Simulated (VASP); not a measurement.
# Al2O3 (P-3m1) in VASP: single point with PBEsol

Aim: the single point of Al2O3 with PBEsol.

Everything below comes from runs of VASP 6.6.1. Logs are shortened: lines on timing, memory, paths and dates and some standing lists are left out, and cuts for length are marked.

**1. The cell of the first run**

It takes space group P-3m1 (No. 164, trigonal). Conventional cell: a = 3.017 Å, b = 3.017 Å, c = 7.575 Å, α = 90.00°, β = 90.00°, γ = 120.00°. Within 2.2 Å of Al (site symmetry 3m) lie 4 O at 1.68 to 1.84 Å. Within 2.4 Å of O (site symmetry 3m) lie 3 Al at 1.84 Å. Within 2.2 Å of O (site symmetry -3m) lie 2 Al at 1.68 Å.

**2. Single point, PBEsol**

INCAR reads:

```
PREC = Accurate
ENCUT = 600
EDIFF = 1E-6
ISMEAR = -1
SIGMA = 0.1
LREAL = False
LASPH = True
NELM = 120
ALGO = Normal
ISIF = 2
LWAVE = False
LCHARG = False
GGA = PS
NBANDS = 20
GGA_COMPAT = False
```

KPOINTS reads:

```
Automatic mesh
0
Gamma
  12 12 4
```

POSCAR reads:

```
Al2O3
1.0
    3.0174830000      0.0000000000      0.0000000000
   -1.5087415000      2.6132169335      0.0000000000
    0.0000000000      0.0000000000      7.5746360000
Al O
2 3
Direct
    0.0000000000      0.0000000000      0.2779510000
    0.0000000000      0.0000000000      0.7220490000
    0.3333333333      0.6666666667      0.1994540000
    0.6666666667      0.3333333333      0.8005460000
    0.0000000000      0.0000000000      0.5000000000
```

Potentials or basis: VASP PAW PBE potentials, release 64 (Al, O).

The run is started by

```sh
cat potpaw_PBE.64/Al/POTCAR potpaw_PBE.64/O/POTCAR > POTCAR
mpirun -np 1 vasp_std > vasp.out
```

OUTCAR:

```text
PREC = Accurate
   ENCUT = 600
   EDIFF = 1E-6
   ISMEAR = -1
   LREAL = False
   LASPH = True
   NELM = 120
   ISIF = 2
   GGA = PS

 ion  position               nearest neighbor table
   1  0.000  0.000  0.278-   5 1.68   3 1.84   3 1.84   3 1.84   2 3.36
   2  0.000  0.000  0.722-   5 1.68   4 1.84   4 1.84   4 1.84   1 3.36
   3  0.333  0.667  0.199-   1 1.84   1 1.84   1 1.84
   4  0.667  0.333  0.801-   2 1.84   2 1.84   2 1.84
   5  0.000  0.000  0.500-   1 1.68   2 1.68

  LATTYP: Found a hexagonal cell.
 ALAT       =     3.0174830000
 C/A-ratio  =     2.5102497678

  Lattice vectors:

 A1 = (   3.0174830000,   0.0000000000,   0.0000000000)
 A2 = (  -1.5087415000,   2.6132169335,   0.0000000000)
 A3 = (   0.0000000000,   0.0000000000,   7.5746360000)

Analysis of symmetry for initial positions (statically):
=====================================================================
 Subroutine PRICEL returns:
 Original cell was already a primitive cell.

 Routine SETGRP: Setting up the symmetry group for a
 hexagonal supercell.

 Subroutine GETGRP returns: Found 12 space group operations
 (whereof 12 operations were pure point group operations)
 out of a pool of 24 trial point group operations.

The static configuration has the point symmetry D_3d.

Analysis of symmetry for dynamics (positions and initial velocities):
=====================================================================
 Subroutine PRICEL returns:
 Original cell was already a primitive cell.

 Routine SETGRP: Setting up the symmetry group for a
 hexagonal supercell.

 Subroutine GETGRP returns: Found 12 space group operations
 (whereof 12 operations were pure point group operations)
 out of a pool of 24 trial point group operations.

The dynamic configuration has the point symmetry D_3d.

 Subroutine INISYM returns: Found 12 space group operations
 (whereof 12 operations are pure point group operations),
 and found     1 'primitive' translations

----------------------------------------------------------------------------------------

                                     Primitive cell

  volume of cell :      59.7286

  direct lattice vectors                    reciprocal lattice vectors
[... 88 lines left out ...]
   LNONCOLLINEAR =      F non collinear calculations
   LSORBIT =      F    spin-orbit coupling
   LASPH  =      T    aspherical Exc in radial PAW
   ENCUT  =  600.0 eV  44.10 Ry    6.64 a.u.   6.03  6.03 15.13*2*pi/ulx,y,z
   NELM   =    120;   NELMIN=  2; NELMDL= -5     # of ELM steps
   EDIFF  = 0.1E-05   stopping-criterion for ELM
   LREAL  =      F    real-space projection
   EDIFFG = 0.1E-04   stopping-criterion for IOM
   NSW    =      0    number of steps for IOM
   IBRION =     -1    ionic relax: 0-MD 1-quasi-New 2-CG
   NFREE  =      0    steps in history (QN), initial steepest desc. (CG)
   ISIF   =      2    stress and relaxation
   ISYM   =      2    0-nonsym 1-usesym 2-fastsym
   POTIM  = 0.5000    time-step for ionic-motion
   TEBEG  =    0.0;   TEEND  =   0.0 temperature during run
   PSTRESS=    0.0 pullay stress
   NELECT =      24.0000    total number of electrons
   NUPDOWN=      -1.0000    fix difference up-down
   EMIN   =  10.00;   EMAX   =-10.00  energy-range for DOS
   EFERMI =   0.00;   METHOD = LEGACY
   ISMEAR =    -1;   SIGMA  =   0.10  broadening in eV -4-tet -1-fermi 0-gaus
   EFERMI_NEDOS =   21; number of points for ismear=-14 and -15
   IALGO  =     38    algorithm
   IMIX   =      4    mixing-type and parameters
     AMIX     =   0.40;   BMIX     =  1.00
     AMIX_MAG =   1.60;   BMIX_MAG =  1.00
  volume/ion in A,a.u.               =      11.95        80.61
  Fermi-wavevector in a.u.,A,eV,Ry     =   1.208049  2.282882 19.856103  1.459382
  Thomas-Fermi vector in A             =   2.343668
   LORBIT       =      0    0 simple, 1 ext, 2 COOP (PROOUT), +10 PAW based schemes
   GGA     = PS    functional components
   LHFCALC =     F    Hartree Fock is set to
   AEXX    =    0.0000 exact exchange contribution
   IVDW    =     0    specifies the selected vdW correction
   LEPSILON=     F    determine dielectric tensor
   LRPA    =     F    only Hartree local field effects (RPA)
 non-spin polarized calculation
  energy-cutoff  :      600.00
  volume of cell :       59.73
 maximum number of plane-waves:      2025
   NGX = 13   NGY = 13   NGZ = 31

 number of electron      24.0000008 magnetization

 Free energy of the ion-electron system (eV)
  ---------------------------------------------------
  ext. energy  EPLUGINS =         0.00000000
  ---------------------------------------------------
  free energy    TOTEN  =       -37.73666039 eV

  energy without entropy =      -37.73665920  energy(sigma->0) =      -37.73665979

 E-fermi :   5.0278     XC(G=0):  -9.9409

 val. band max:        3.7427263467   @ k =   0.0000   0.0000   0.0000
 cond. band min:       5.9383215287   @ k =   0.0000   0.0000   0.0000
 fundamental gap:      2.1955951820
 Fermi energy:         5.0278470302

 k-point     1 :       0.0000    0.0000    0.0000
  band No.  band energies     occupation
      1     -15.8041      2.00000
      2     -15.6073      2.00000
      3     -13.0432      2.00000
      4      -2.1407      2.00000
      5      -0.7774      2.00000
      6       0.0109      2.00000
[... 541 lines left out ...]
     19      16.2273      0.00000
     20      16.2648      0.00000

 [... further k-points ...]

------------------------ aborting loop because EDIFF is reached ----------------------------------------

  FORCE on cell =-STRESS in cart. coord.  units (eV):
  Direction    XX          YY          ZZ          XY          YZ          ZX
  --------------------------------------------------------------------------------------
  -------------------------------------------------------------------------------------
  Total       -1.5397360     -1.5397360     -1.0487741      0.0000000      0.0000000      0.0000000
  in kB      -41.3023508    -41.3023508    -28.1326389      0.0000000      0.0000000      0.0000000
  external PRESSURE =     -36.9124468 kB  Pullay stress =       0.0000000 kB

 VOLUME and BASIS-vectors are now :
 -----------------------------------------------------------------------------
  energy-cutoff  :      600.00
  volume of cell :       59.73
      direct lattice vectors                 reciprocal lattice vectors
     3.017483000  0.000000000  0.000000000     0.331402033  0.191335053  0.000000000
    -1.508741500  2.613216933  0.000000000     0.000000000  0.382670106  0.000000000
     0.000000000  0.000000000  7.574636000     0.000000000  0.000000000  0.132019545

 POSITION                                       TOTAL-FORCE (eV/Angst)
 -----------------------------------------------------------------------------------
      0.00000      0.00000      2.10538        -0.000000      0.000000      0.092818
      0.00000      0.00000      5.46926         0.000000      0.000000     -0.092818
     -0.00000      1.74214      1.51079         0.000000     -0.000000      0.189428
      1.50874      0.87107      6.06384        -0.000000      0.000000     -0.189428
      0.00000      0.00000      3.78732        -0.000000      0.000000     -0.000000
 -----------------------------------------------------------------------------------
    total drift:                                0.000000      0.000000     -0.000000

  FREE ENERGIE OF THE ION-ELECTRON SYSTEM (eV)
  ---------------------------------------------------
  free  energy   TOTEN  =       -37.7366603864 eV

  energy  without entropy=      -37.7366591999  energy(sigma->0) =      -37.73665979
```

OSZICAR:

```text
N       E                     dE             d eps       ncg     rms          rms(c)
DAV:   1     0.113725755021E+03    0.11373E+03   -0.13411E+04  2760   0.122E+03
DAV:   2    -0.349169023753E+02   -0.14864E+03   -0.14271E+03  3440   0.250E+02
DAV:   3    -0.427762642455E+02   -0.78594E+01   -0.78319E+01  3532   0.598E+01
DAV:   4    -0.428382441627E+02   -0.61980E-01   -0.61963E-01  3540   0.587E+00
DAV:   5    -0.428389599338E+02   -0.71577E-03   -0.71576E-03  3412   0.616E-01    0.131E+01
DAV:   6    -0.379228777270E+02    0.49161E+01   -0.16179E+01  3128   0.274E+01    0.516E+00
DAV:   7    -0.378199128363E+02    0.10296E+00   -0.51475E-01  3324   0.519E+00    0.269E+00
DAV:   8    -0.377456166752E+02    0.74296E-01   -0.93144E-02  3508   0.270E+00    0.841E-01
DAV:   9    -0.377353961118E+02    0.10221E-01   -0.35702E-02  3808   0.168E+00    0.240E-01
DAV:  10    -0.377363947366E+02   -0.99862E-03   -0.52293E-03  3220   0.524E-01    0.169E-01
DAV:  11    -0.377366776329E+02   -0.28290E-03   -0.12374E-03  3176   0.222E-01    0.396E-02
DAV:  12    -0.377366542809E+02    0.23352E-04   -0.11480E-04  3828   0.917E-02    0.134E-02
DAV:  13    -0.377366599124E+02   -0.56315E-05   -0.28927E-05  3216   0.413E-02    0.703E-03
DAV:  14    -0.377366603864E+02   -0.47404E-06   -0.19926E-06  3224   0.107E-02
   1 F= -.37736660E+02 E0= -.37736660E+02  d E =-.118654E-05
```

Run time: 56 s. Hardware: 1 thread of Intel Xeon 8259CL, shared host; peak memory 0.23 GiB.

Results:

| Property | Result |
| --- | --- |
| Free energy | -37.7367 eV |
| Pressure | -3.7 GPa |
| Largest force | 0.189 eV/Å |
| Band gap on the k mesh | 2.20 eV |

Forces on the atoms (eV/Å):
```
Al   0.000  0.000  0.093
Al   0.000  0.000 -0.093
O    0.000  0.000  0.189
O    0.000  0.000 -0.189
O    0.000  0.000  0.000
```

Caveat: the cell stands under tension; the PAW data sets were made with another functional, which shifts forces and pressure a little. A k mesh can miss the band edges.
